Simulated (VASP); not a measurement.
# B5W2 (R-3m) in VASP: a series of runs

Runs on B5W2. Level: PBE. Tasks: single point, relaxation of cell and atoms.

Everything below comes from runs of VASP 6.6.1. Logs are shortened: lines on timing, memory, paths and dates and some standing lists are left out, and cuts for length are marked.

## (1) The cell of the first run

The structure is trigonal, space group R-3m (No. 166). Conventional cell: a = 3.094 Å, b = 3.094 Å, c = 21.397 Å, α = 90.00°, β = 90.00°, γ = 120.00°. Within 2.4 Å of B (site symmetry 3m) lie 6 B at 1.83 to 1.95 Å and 4 W at 2.32 to 2.36 Å. B (site symmetry 3m) has 3 B at 1.79 Å and 6 W at 2.39 to 2.45 Å within 2.5 Å. Within 2.4 Å of B (site symmetry -3m) lie 6 B at 1.83 Å. W (site symmetry 3m) has 13 B at 2.32 to 2.63 Å and 6 W at 3.09 Å within 3.1 Å.

## (2) Single point, PBE

Contents of INCAR:

```
SYSTEM = B5W2
PREC = Accurate
ENCUT = 520
EDIFF = 1E-6
ISMEAR = 0
SIGMA = 0.1
LREAL = .FALSE.
LASPH = .TRUE.
NELM = 80
ALGO = Normal
ISIF = 2
LWAVE = .FALSE.
LCHARG = .FALSE.
GGA = PE
NBANDS = 30
```

Contents of KPOINTS:

```
regular mesh
0
G
  9 9 9
  0 0 0
```

Contents of POSCAR:

```
B5W2
1.0
    1.5471288490      0.8932352575      7.1322989758
   -1.5471288490      0.8932352575      7.1322989758
    0.0000000000     -1.7864705149      7.1322989758
B W
5 2
Direct
    0.1849148467      0.1849148467      0.1849148467
    0.8150851533      0.8150851533      0.8150851533
    0.3311449063      0.3311449063      0.3311449063
    0.6688550937      0.6688550937      0.6688550937
    0.5000000000      0.5000000000      0.5000000000
    0.0764683187      0.0764683187      0.0764683187
    0.9235316813      0.9235316813      0.9235316813
```

Potentials or basis: VASP PAW PBE potentials, release 64 (B, W_sv).

Launch:

```
cat potpaw_PBE.64/B/POTCAR potpaw_PBE.64/W_sv/POTCAR > POTCAR
mpirun -np 1 vasp_std > vasp.out
```

OUTCAR:

```text
SYSTEM = B5W2
   PREC = Accurate
   ENCUT = 520
   EDIFF = 1E-6
   ISMEAR = 0
   LREAL = .FALSE.
   LASPH = .TRUE.
   NELM = 80
   ISIF = 2
   GGA = PE

 ion  position               nearest neighbor table
   1  0.185  0.185  0.185-   5 1.83   5 1.83   5 1.83   2 1.95   2 1.95   2 1.95   6 2.32   7 2.36
                             7 2.36   7 2.36
   2  0.815  0.815  0.815-   5 1.83   5 1.83   5 1.83   1 1.95   1 1.95   1 1.95   7 2.32   6 2.36
                             6 2.36   6 2.36
   3  0.331  0.331  0.331-   4 1.79   4 1.79   4 1.79   7 2.39   7 2.39   7 2.39   6 2.45   6 2.45
                             6 2.45
   4  0.669  0.669  0.669-   3 1.79   3 1.79   3 1.79   6 2.39   6 2.39   6 2.39   7 2.45   7 2.45
                             7 2.45
   5  0.500  0.500  0.500-   1 1.83   1 1.83   2 1.83   2 1.83   1 1.83   2 1.83   6 2.63   7 2.63
                             6 2.63   7 2.63   6 2.63   7 2.63
   6  0.076  0.076  0.076-   1 2.32   2 2.36   2 2.36   2 2.36   4 2.39   4 2.39   4 2.39   3 2.45
                             3 2.45   3 2.45   5 2.63   5 2.63   5 2.63   7 3.27
   7  0.924  0.924  0.924-   2 2.32   1 2.36   1 2.36   1 2.36   3 2.39   3 2.39   3 2.39   4 2.45
                             4 2.45   4 2.45   5 2.63   5 2.63   5 2.63   6 3.27

  LATTYP: Found a trigonal (rhomboedric) cell.
 ALAT       =     7.3526298411
 COS(alpha) =     0.9114481662

  Lattice vectors:

 A1 = (   1.5471288490,   0.8932352575,   7.1322989758)
 A2 = (  -1.5471288490,   0.8932352575,   7.1322989758)
 A3 = (   0.0000000000,  -1.7864705149,   7.1322989758)

Analysis of symmetry for initial positions (statically):
=====================================================================
 Subroutine PRICEL returns:
 Original cell was already a primitive cell.

 Routine SETGRP: Setting up the symmetry group for a
 trigonal (rhombohedral) supercell.

 Subroutine GETGRP returns: Found 12 space group operations
 (whereof 12 operations were pure point group operations)
 out of a pool of 12 trial point group operations.

The static configuration has the point symmetry D_3d.

Analysis of symmetry for dynamics (positions and initial velocities):
=====================================================================
 Subroutine PRICEL returns:
 Original cell was already a primitive cell.

 Routine SETGRP: Setting up the symmetry group for a
 trigonal (rhombohedral) supercell.

 Subroutine GETGRP returns: Found 12 space group operations
 (whereof 12 operations were pure point group operations)
 out of a pool of 12 trial point group operations.

The dynamic configuration has the point symmetry D_3d.

 Subroutine INISYM returns: Found 12 space group operations
[... 115 lines left out ...]
   POTIM  = 0.5000    time-step for ionic-motion
   TEBEG  =    0.0;   TEEND  =   0.0 temperature during run
   PSTRESS=    0.0 pullay stress
   NELECT =      43.0000    total number of electrons
   NUPDOWN=      -1.0000    fix difference up-down
   EMIN   =  10.00;   EMAX   =-10.00  energy-range for DOS
   EFERMI =   0.00;   METHOD = LEGACY
   ISMEAR =     0;   SIGMA  =   0.10  broadening in eV -4-tet -1-fermi 0-gaus
   EFERMI_NEDOS =   21; number of points for ismear=-14 and -15
   IALGO  =     38    algorithm
   IMIX   =      4    mixing-type and parameters
     AMIX     =   0.40;   BMIX     =  1.00
     AMIX_MAG =   1.60;   BMIX_MAG =  1.00
  volume/ion in A,a.u.               =       8.45        57.01
  Fermi-wavevector in a.u.,A,eV,Ry     =   1.472109  2.781882 29.485248  2.167105
  Thomas-Fermi vector in A             =   2.587163
   LORBIT       =      0    0 simple, 1 ext, 2 COOP (PROOUT), +10 PAW based schemes
   GGA     = PE    functional components
   LHFCALC =     F    Hartree Fock is set to
   AEXX    =    0.0000 exact exchange contribution
   IVDW    =     0    specifies the selected vdW correction
   LEPSILON=     F    determine dielectric tensor
   LRPA    =     F    only Hartree local field effects (RPA)
 non-spin polarized calculation
 Gauss-broadening in eV      SIGMA  =   0.10
  energy-cutoff  :      520.00
  volume of cell :       59.14
 maximum number of plane-waves:      1606
   NGX = 27   NGY = 27   NGZ = 27

 number of electron      43.0000001 magnetization

 Free energy of the ion-electron system (eV)
  ---------------------------------------------------
  ext. energy  EPLUGINS =         0.00000000
  ---------------------------------------------------
  free energy    TOTEN  =       -57.63618840 eV

  energy without entropy =      -57.62231635  energy(sigma->0) =      -57.62925238

 E-fermi :  11.9748     XC(G=0): -13.4510

 val. band max:       11.9729500919   @ k =  -0.2222  -0.2222   0.1111
 cond. band min:      11.9768642777   @ k =  -0.4444   0.1111   0.0000
 fundamental gap:      0.0039141858
 Fermi energy:        11.9748155192

 k-point     1 :       0.0000    0.0000    0.0000
  band No.  band energies     occupation
      1     -63.0809      2.00000
      2     -63.0777      2.00000
      3     -27.5826      2.00000
      4     -27.4613      2.00000
      5     -27.1251      2.00000
      6     -27.1251      2.00000
[... 781 lines left out ...]
     29      17.0472      0.00000
     30      17.4162      0.00000

 [... further k-points ...]

------------------------ aborting loop because EDIFF is reached ----------------------------------------

  FORCE on cell =-STRESS in cart. coord.  units (eV):
  Direction    XX          YY          ZZ          XY          YZ          ZX
  --------------------------------------------------------------------------------------
  -------------------------------------------------------------------------------------
  Total        0.1839521      0.1839521      0.2488417      0.0000000      0.0000000      0.0000000
  in kB        4.9835888      4.9835888      6.7415629      0.0000000      0.0000000      0.0000000
  external PRESSURE =       5.5695802 kB  Pullay stress =       0.0000000 kB

 VOLUME and BASIS-vectors are now :
 -----------------------------------------------------------------------------
  energy-cutoff  :      520.00
  volume of cell :       59.14
      direct lattice vectors                 reciprocal lattice vectors
     1.547128849  0.893235257  7.132298976     0.323179288  0.186587649  0.046735749
    -1.547128849  0.893235257  7.132298976    -0.323179288  0.186587649  0.046735749
     0.000000000 -1.786470515  7.132298976     0.000000000 -0.373175298  0.046735749

 POSITION                                       TOTAL-FORCE (eV/Angst)
 -----------------------------------------------------------------------------------
      0.00000      0.00000      3.95660        -0.000000     -0.000000     -0.006571
      0.00000      0.00000     17.44029        -0.000000      0.000000      0.006571
      0.00000      0.00000      7.08547        -0.000000      0.000000      0.000166
      0.00000      0.00000     14.31142        -0.000000     -0.000000     -0.000166
      0.00000      0.00000     10.69845         0.000000      0.000000      0.000000
      0.00000      0.00000      1.63618        -0.000000      0.000000      0.006883
      0.00000      0.00000     19.76071        -0.000000     -0.000000     -0.006883
 -----------------------------------------------------------------------------------
    total drift:                               -0.000000      0.000000     -0.000000

  FREE ENERGIE OF THE ION-ELECTRON SYSTEM (eV)
  ---------------------------------------------------
  free  energy   TOTEN  =       -57.6361884011 eV

  energy  without entropy=      -57.6223163528  energy(sigma->0) =      -57.62925238
```

OSZICAR:

```text
N       E                     dE             d eps       ncg     rms          rms(c)
DAV:   1     0.400168790136E+03    0.40017E+03   -0.23412E+04  5140   0.153E+03
DAV:   2    -0.417992976766E+02   -0.44197E+03   -0.42787E+03  5368   0.457E+02
DAV:   3    -0.648568116305E+02   -0.23058E+02   -0.22219E+02  6592   0.959E+01
DAV:   4    -0.652913990500E+02   -0.43459E+00   -0.42505E+00  6422   0.112E+01
DAV:   5    -0.652984009637E+02   -0.70019E-02   -0.69909E-02  6376   0.130E+00    0.408E+01
DAV:   6    -0.585159123452E+02    0.67825E+01   -0.56605E+01  6180   0.357E+01    0.104E+01
DAV:   7    -0.578484958338E+02    0.66742E+00   -0.72991E+00  6338   0.161E+01    0.903E+00
DAV:   8    -0.576368822102E+02    0.21161E+00   -0.10312E+00  6398   0.583E+00    0.341E+00
DAV:   9    -0.576365292715E+02    0.35294E-03   -0.64415E-02  6060   0.146E+00    0.295E-01
DAV:  10    -0.576361901881E+02    0.33908E-03   -0.20609E-03  6470   0.322E-01    0.105E-01
DAV:  11    -0.576361897539E+02    0.43427E-06   -0.27004E-04  6394   0.102E-01    0.205E-02
DAV:  12    -0.576361888697E+02    0.88415E-06   -0.14417E-05  6250   0.268E-02    0.740E-03
DAV:  13    -0.576361884011E+02    0.46857E-06   -0.13074E-06  3922   0.776E-03
   1 F= -.57636188E+02 E0= -.57629252E+02  d E =-.138720E-01
```

It took 6 min on 1 thread of AMD EPYC 9R45 (Zen 5), shared host; peak memory 0.45 GiB.

What came out:

```yaml
Free_energy: -57.6362 eV
Pressure: 0.6 GPa
Largest_force: 0.007 eV/Å
Band_gap_on_the_k_mesh: zero (an odd number of electrons rules out a gap without spin polarisation)
```

Forces in eV/Å, atoms in the order of the input:
```
B    0.000  0.000 -0.007
B    0.000  0.000  0.007
B    0.000  0.000  0.000
B    0.000  0.000  0.000
B    0.000  0.000  0.000
W    0.000  0.000  0.007
W    0.000  0.000 -0.007
```

Caveat: spin-orbit coupling is left out, which moves the levels of the heavy elements; an odd number of electrons without spin polarisation forces a metal; a magnetic or distorted state may lie lower.

## (3) Relaxation of cell and atoms, PBE

This run uses another cell than the first one, of 7.83 Å³/atom.

Contents of INCAR:

```
PREC     = Accurate       # precision mode
ENCUT    = 600            # plane-wave cutoff, eV
EDIFF    = 1E-7           # SCF threshold, eV
ISMEAR   = 0              # smearing method
SIGMA    = 0.1            # smearing width, eV
LREAL    = False          # projectors in reciprocal space
LASPH    = True           # aspherical terms in the spheres
NELM     = 80             # most SCF steps
ALGO     = Normal         # electronic algorithm
ISIF     = 3              # what is computed and relaxed
LWAVE    = False          # write WAVECAR
LCHARG   = False          # write CHGCAR
GGA      = PE             # functional
IBRION   = 2              # ionic algorithm
NSW      = 100            # ionic steps
EDIFFG   = -0.05          # ionic threshold
```

Contents of KPOINTS:

```
Automatic mesh
0
Gamma
  9 9 9
```

Contents of POSCAR:

```
B5W2
1.0
    1.5054992485      0.8692003964      6.9766690164
   -1.5054992485      0.8692003964      6.9766690164
    0.0000000000     -1.7384007928      6.9766690164
B W
5 2
Direct
    0.1860000000      0.1860000000      0.1860000000
    0.8140000000      0.8140000000      0.8140000000
    0.3330000000      0.3330000000      0.3330000000
    0.6670000000      0.6670000000      0.6670000000
    0.5000000000      0.5000000000      0.5000000000
    0.0750000000      0.0750000000      0.0750000000
    0.9250000000      0.9250000000      0.9250000000
```

Potentials or basis: VASP PAW PBE potentials, release 64 (B, W_sv).

Launch:

```
cat potpaw_PBE.64/B/POTCAR potpaw_PBE.64/W_sv/POTCAR > POTCAR
mpirun -np 1 vasp_std > vasp.out
```

Run time: 45 min. Hardware: 1 thread of AMD EPYC 9R45 (Zen 5), shared host; peak memory 0.56 GiB.

It converged, with:

- Free energy: -57.6380 eV
- Relaxed volume: 8.48 Å³/atom
- Relaxed cell: a = 7.353 Å, b = 7.353 Å, c = 7.353 Å, α = 24.34°, β = 24.34°, γ = 24.34°
- Space group after relaxing (to 0.1 Å): R-3m (No. 166)
- Energy gained by relaxing: 58.4 meV/atom
- Ionic steps: 9
- Pressure after relaxing: -0.6 GPa
- Largest force after relaxing: 0.039 eV/Å
- Band gap on the k mesh: zero (an odd number of electrons rules out a gap without spin polarisation)

Forces on the atoms (eV/Å):
```
B    0.000  0.000  0.037
B    0.000  0.000 -0.037
B    0.000  0.000 -0.039
B    0.000  0.000  0.039
B    0.000  0.000  0.000
W    0.000  0.000  0.017
W    0.000  0.000 -0.017
```

Stress tensor (GPa, compression positive):
```
-0.83  0.00  0.00
 0.00 -0.83  0.00
 0.00  0.00 -0.10
```

The path:
| step | energy change (eV) | largest force (eV/Å) | pressure (GPa) | volume (Å³) |
| --- | --- | --- | --- | --- |
| 1 | 0.0000 | 0.4197 | 28.69 | 54.78 |
| 2 | 0.3388 | 0.1607 | -29.03 | 66.65 |
| 3 | -0.3910 | 0.2769 | -1.21 | 59.46 |
| 4 | -0.3913 | 0.2799 | -0.52 | 59.32 |
| 5 | -0.3912 | 0.2820 | -0.03 | 59.23 |
| 6 | -0.4045 | 0.1634 | 0.34 | 59.16 |
| 7 | -0.4076 | 0.0753 | 0.68 | 59.11 |
| 8 | -0.4088 | 0.0385 | -0.89 | 59.41 |
| 9 | -0.4089 | 0.0393 | -0.59 | 59.35 |

Final structure:
```cif
data_structure
_symmetry_space_group_name_H-M 'P 1'
_symmetry_Int_Tables_number 1
_cell_length_a 7.3530
_cell_length_b 7.3530
_cell_length_c 7.3530
_cell_angle_alpha 24.338
_cell_angle_beta 24.338
_cell_angle_gamma 24.338
_cell_volume 59.35
loop_
_atom_site_label
_atom_site_type_symbol
_atom_site_fract_x
_atom_site_fract_y
_atom_site_fract_z
_atom_site_occupancy
B1 B 0.18471 0.18471 0.18471 1
B2 B 0.81529 0.81529 0.81529 1
B3 B 0.33139 0.33139 0.33139 1
B4 B 0.66861 0.66861 0.66861 1
B5 B 0.50000 0.50000 0.50000 1
W1 W 0.07632 0.07632 0.07632 1
W2 W 0.92368 0.92368 0.92368 1
```

Levels at points of the mesh, in eV from the Fermi level:
```
           k point  band 18  band 19  band 20  band 21  band 22  band 23  band 24  band 25
(0.00, 0.00, 0.00)    -3.49    -3.49    -2.02    -2.02    -1.93    -0.65    -0.65     0.62
```

Caveat: the highest band is partly filled, so the run has too few bands; spin-orbit coupling is left out, which moves the levels of the heavy elements; an odd number of electrons without spin polarisation forces a metal; a magnetic or distorted state may lie lower; the relaxation stopped at a loose force limit of 0.05 eV/Å, so its end isn't a converged minimum.

The gap in the log of VASP goes by the Fermi energy; the results here count the filled bands.